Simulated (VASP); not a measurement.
# Si (a cell with a defect) in VASP: further runs, part 2 of 2

VASP 6.6.1. Earlier steps stand in the parts before.

### 5 Relaxation of the atoms, LDA

INCAR reads:

```
PREC = Accurate ; ENCUT = 520
EDIFF = 1E-7 ; ISMEAR = 0
SIGMA = 0.02 ; LREAL = Auto
LASPH = True ; NELM = 80
ALGO = Normal ; ISIF = 2
LWAVE = False ; LCHARG = False
IBRION = 2 ; NSW = 80
EDIFFG = -0.02 ; NELECT = 58.0
```

KPOINTS reads:

```
Automatic mesh
0
Gamma
  3 3 3
```

POSCAR reads:

```
Si
1.0
    0.0000000000      5.4019422852     -5.4019422852
    5.4019422852      5.4019422852      0.0000000000
    5.4019422852      0.0000000000     -5.4019422852
Si
15
Direct
    0.1250000000      0.1250000000      0.1250000000
    0.1250000000      0.6250000000      0.1250000000
    0.6250000000      0.1250000000      0.1250000000
    0.6250000000      0.6250000000      0.1250000000
    0.1250000000      0.1250000000      0.6250000000
    0.1250000000      0.6250000000      0.6250000000
    0.6250000000      0.1250000000      0.6250000000
    0.6250000000      0.6250000000      0.6250000000
    0.2500000000      0.7500000000      0.2500000000
    0.2500000000      0.2500000000      0.2500000000
    0.7500000000      0.7500000000      0.2500000000
    0.2500000000      0.7500000000      0.7500000000
    0.2500000000      0.2500000000      0.7500000000
    0.7500000000      0.7500000000      0.7500000000
    0.7500000000      0.2500000000      0.7500000000
```

Potentials or basis: VASP PAW LDA potentials, release 64 (Si).

Run with:

```
$ cat potpaw_LDA.64/Si/POTCAR > POTCAR
$ mpirun -np 1 vasp_std > vasp.out
```

OUTCAR:

```text
PREC = Accurate
   ENCUT = 520
   EDIFF = 1E-7
   ISMEAR = 0
   LREAL = Auto
   LASPH = True
   NELM = 80
   ISIF = 2
   IBRION = 2
   NSW = 80
   EDIFFG = -0.02
   NELECT = 58.0

 ion  position               nearest neighbor table
   1  0.125  0.125  0.125-   9 2.34  13 2.34  10 2.34
   2  0.125  0.625  0.125-  10 2.34  11 2.34  12 2.34   9 2.34
   3  0.625  0.125  0.125-  10 2.34  11 2.34  15 2.34
   4  0.625  0.625  0.125-   9 2.34  14 2.34  11 2.34
   5  0.125  0.125  0.625-  10 2.34  12 2.34  15 2.34  13 2.34
   6  0.125  0.625  0.625-   9 2.34  13 2.34  14 2.34  12 2.34
   7  0.625  0.125  0.625-  13 2.34  14 2.34  15 2.34
   8  0.625  0.625  0.625-  11 2.34  12 2.34  15 2.34  14 2.34
   9  0.250  0.750  0.250-   1 2.34   4 2.34   6 2.34   2 2.34
  10  0.250  0.250  0.250-   2 2.34   3 2.34   5 2.34   1 2.34
  11  0.750  0.750  0.250-   2 2.34   3 2.34   8 2.34   4 2.34
  12  0.250  0.750  0.750-   2 2.34   5 2.34   8 2.34   6 2.34
  13  0.250  0.250  0.750-   1 2.34   6 2.34   7 2.34   5 2.34
  14  0.750  0.750  0.750-   4 2.34   6 2.34   7 2.34   8 2.34
  15  0.750  0.250  0.750-   3 2.34   5 2.34   8 2.34   7 2.34

  LATTYP: Found a face centered cubic cell.
 ALAT       =    10.8038845704

  Lattice vectors:

 A1 = (   0.0000000000,   5.4019422852,  -5.4019422852)
 A2 = (   5.4019422852,   5.4019422852,   0.0000000000)
 A3 = (   5.4019422852,   0.0000000000,  -5.4019422852)

Analysis of symmetry for initial positions (statically):
=====================================================================
 Subroutine PRICEL returns:
 Original cell was already a primitive cell.

 Routine SETGRP: Setting up the symmetry group for a
 face centered cubic supercell.

 Subroutine GETGRP returns: Found 24 space group operations
 (whereof  4 operations were pure point group operations)
 out of a pool of 48 trial point group operations.

The static configuration has the point symmetry C_2v.
 The point group associated with its full space group is T_d .

[... 140 lines left out ...]
  Fermi-wavevector in a.u.,A,eV,Ry     =   0.931088  1.759502 11.795238  0.866926
  Thomas-Fermi vector in A             =   2.057545
   LORBIT       =      0    0 simple, 1 ext, 2 COOP (PROOUT), +10 PAW based schemes
   GGA     = CA    functional components
   LHFCALC =     F    Hartree Fock is set to
   AEXX    =    0.0000 exact exchange contribution
   IVDW    =     0    specifies the selected vdW correction
   LEPSILON=     F    determine dielectric tensor
   LRPA    =     F    only Hartree local field effects (RPA)
 conjugate gradient relaxation of ions
 non-spin polarized calculation
 Gauss-broadening in eV      SIGMA  =   0.02
  energy-cutoff  :      520.00
  volume of cell :      315.27
 maximum number of plane-waves:      8492
 NGX is ok and might be reduce to    60
   NGX = 29   NGY = 29   NGZ = 29

--------------------------------------- Ionic step        1  -------------------------------------------

 number of electron      57.9999999 magnetization

 Free energy of the ion-electron system (eV)
  ---------------------------------------------------
  ext. energy  EPLUGINS =         0.00000000
  ---------------------------------------------------
  free energy    TOTEN  =       -95.93956577 eV

  energy without entropy =      -95.93296130  energy(sigma->0) =      -95.93626353

------------------------ aborting loop because EDIFF is reached ----------------------------------------

  FORCE on cell =-STRESS in cart. coord.  units (eV):
  Direction    XX          YY          ZZ          XY          YZ          ZX
  --------------------------------------------------------------------------------------
  -------------------------------------------------------------------------------------
  Total      -21.7965231    -21.7965231    -21.7965231      0.0000000      0.0000000      0.0000000
  in kB     -110.7689372   -110.7689372   -110.7689372      0.0000000      0.0000000      0.0000000
  external PRESSURE =    -110.7689372 kB  Pullay stress =       0.0000000 kB
[... 128 lines left out ...]
  FREE ENERGIE OF THE ION-ELECTRON SYSTEM (eV)
  ---------------------------------------------------
  free  energy   TOTEN  =       -96.0748676328 eV

  energy  without entropy=      -96.0664554430  energy(sigma->0) =      -96.07066154

[... ionic steps 4 to 21 ...]

--------------------------------------- Ionic step       22  -------------------------------------------

 number of electron      57.9999999 magnetization

------------------------ aborting loop because EDIFF is reached ----------------------------------------
[... 93 lines left out ...]
--------------------------------------- Ionic step       24  -------------------------------------------

 number of electron      57.9999999 magnetization

 Free energy of the ion-electron system (eV)
  ---------------------------------------------------
  ext. energy  EPLUGINS =         0.00000000
  ---------------------------------------------------
  free energy    TOTEN  =       -96.95484626 eV

  energy without entropy =      -96.95484626  energy(sigma->0) =      -96.95484626

 E-fermi :   4.5364     XC(G=0):  -9.1688

 val. band max:        4.4187932727   @ k =   0.0000   0.0000   0.0000
 cond. band min:       5.7076342580   @ k =   0.0000   0.0000   0.0000
 fundamental gap:      1.2888409853
 Fermi energy:         4.5364358646

 k-point     1 :       0.0000    0.0000    0.0000
  band No.  band energies     occupation
      1      -6.8912      2.00000
      2      -4.5758      2.00000
      3      -4.5758      2.00000
      4      -4.5758      2.00000
      5      -4.4441      2.00000
      6      -2.7652      2.00000
[... 191 lines left out ...]
  FREE ENERGIE OF THE ION-ELECTRON SYSTEM (eV)
  ---------------------------------------------------
  free  energy   TOTEN  =       -96.9548462622 eV

  energy  without entropy=      -96.9548462622  energy(sigma->0) =      -96.95484626

 reached required accuracy - stopping structural energy minimisation
```

OSZICAR:

```text
N       E                     dE             d eps       ncg     rms          rms(c)
DAV:   1     0.137331996163E+03    0.13733E+03   -0.22135E+04   296   0.128E+03
DAV:   2    -0.823512407408E+02   -0.21968E+03   -0.21321E+03   369   0.185E+02
DAV:   3    -0.977536893584E+02   -0.15402E+02   -0.15191E+02   376   0.439E+01
[... 240 lines left out ...]
DAV:   3    -0.969548488388E+02    0.13110E-04   -0.10235E-04   376   0.455E-02    0.226E-02
DAV:   4    -0.969548463032E+02    0.25356E-05   -0.22060E-05   384   0.175E-02    0.116E-02
DAV:   5    -0.969548463681E+02   -0.64884E-07   -0.22816E-06   368   0.607E-03    0.329E-03
DAV:   6    -0.969548462518E+02    0.11630E-06   -0.65656E-07   347   0.324E-03    0.214E-03
DAV:   7    -0.969548462622E+02   -0.10373E-07   -0.78408E-08   193   0.122E-03
  24 F= -.96954846E+02 E0= -.96954846E+02  d E =-.510102E-03
```

CONTCAR:

```text
Si
   1.00000000000000
     0.0000000000000000    5.4019422851999996   -5.4019422851999996
     5.4019422851999996    5.4019422851999996    0.0000000000000000
     5.4019422851999996    0.0000000000000000   -5.4019422851999996
  Si
    15
Direct
[... 19 lines left out ...]
  0.00000000E+00  0.00000000E+00  0.00000000E+00
  0.00000000E+00  0.00000000E+00  0.00000000E+00
  0.00000000E+00  0.00000000E+00  0.00000000E+00
  0.00000000E+00  0.00000000E+00  0.00000000E+00
  0.00000000E+00  0.00000000E+00  0.00000000E+00
  0.00000000E+00  0.00000000E+00  0.00000000E+00
  0.00000000E+00  0.00000000E+00  0.00000000E+00
  0.00000000E+00  0.00000000E+00  0.00000000E+00
  0.00000000E+00  0.00000000E+00  0.00000000E+00
  0.00000000E+00  0.00000000E+00  0.00000000E+00
  0.00000000E+00  0.00000000E+00  0.00000000E+00
  0.00000000E+00  0.00000000E+00  0.00000000E+00
```

Wall time 9.9 min (1 thread of Intel Xeon 6975P-C (Granite Rapids), shared host); peak memory 0.37 GiB.

Results:

```yaml
Free_energy: -96.9548 eV
Energy_gained_by_relaxing: 67.7 meV/atom
Ionic_steps: 24
Largest_force_after_relaxing: 0.009 eV/Å
```

Forces in eV/Å, atoms in the order of the input:
```
Si   0.000  0.000  0.000
Si   0.005 -0.005 -0.005
Si   0.000  0.000  0.000
Si   0.000  0.000  0.000
Si   0.005  0.005  0.005
Si  -0.005 -0.005  0.005
Si   0.000  0.000  0.000
Si  -0.005  0.005 -0.005
Si   0.000 -0.006  0.000
Si   0.006  0.000  0.000
Si   0.000  0.000 -0.006
Si   0.000  0.000  0.000
Si   0.000  0.000  0.006
Si  -0.006  0.000  0.000
Si   0.000  0.006  0.000
```

The path:
```
step  energy change (eV)  largest force (eV/Å)  pressure (GPa)
   1              0.0000                0.3883          -11.08
   2             -0.0509                0.3924          -10.83
   3             -0.1353                0.7737          -10.17
   4             -0.1686                1.2362           -9.02
   5             -0.1903                0.8875           -9.54
   6             -0.2073                0.9211           -9.44
   7             -0.2642                1.0028           -9.17
   8             -0.3529                1.0140           -8.82
   9             -0.3621                1.5039           -8.24
  10             -0.3860                1.2218           -8.49
  11             -0.5143                1.1407           -8.41
  12             -0.7870                0.8852           -8.15
  13             -0.8192                1.3641           -7.33
  14             -0.8912                0.6365           -7.77
  15             -0.9589                0.4345           -7.60
  16             -1.0100                0.0854           -7.24
  17             -1.0100                0.0752           -7.25
  18             -1.0115                0.0584           -7.26
  19             -1.0122                0.0561           -7.26
  20             -1.0128                0.0513           -7.24
  21             -1.0143                0.0365           -7.21
  22             -1.0144                0.0562           -7.16
  23             -1.0148                0.0415           -7.18
  24             -1.0153                0.0092           -7.12
```

Final structure:
```xyz
15
Lattice="0.0000 5.4019 -5.4019 5.4019 5.4019 0.0000 5.4019 0.0000 -5.4019" Properties=species:S:1:pos:R:3 pbc="T T T"
Si    1.0885    1.6124   -1.6124
Si    4.0238    4.0791   -1.3228
Si    1.0885    3.7895   -3.7895
Si    4.3134    7.0144   -3.7895
Si    4.0238    1.3228   -4.0791
Si    6.7801    4.0791   -4.0791
Si    4.3134    3.7895   -7.0144
Si    6.7801    6.7248   -6.7248
Si    5.4019    5.3077   -2.7010
Si    2.7952    2.7010   -2.7010
Si    5.4019    8.1029   -5.4962
Si    8.1029    5.4019   -5.4019
Si    5.4019    2.7010   -5.3077
Si    8.0087    8.1029   -8.1029
Si    5.4019    5.4962   -8.1029
```

Caveat: the cell carries a net charge on a neutralising background, which shifts energy and pressure; the cell is charged against a uniform background, so pressure and absolute levels hang on convention.
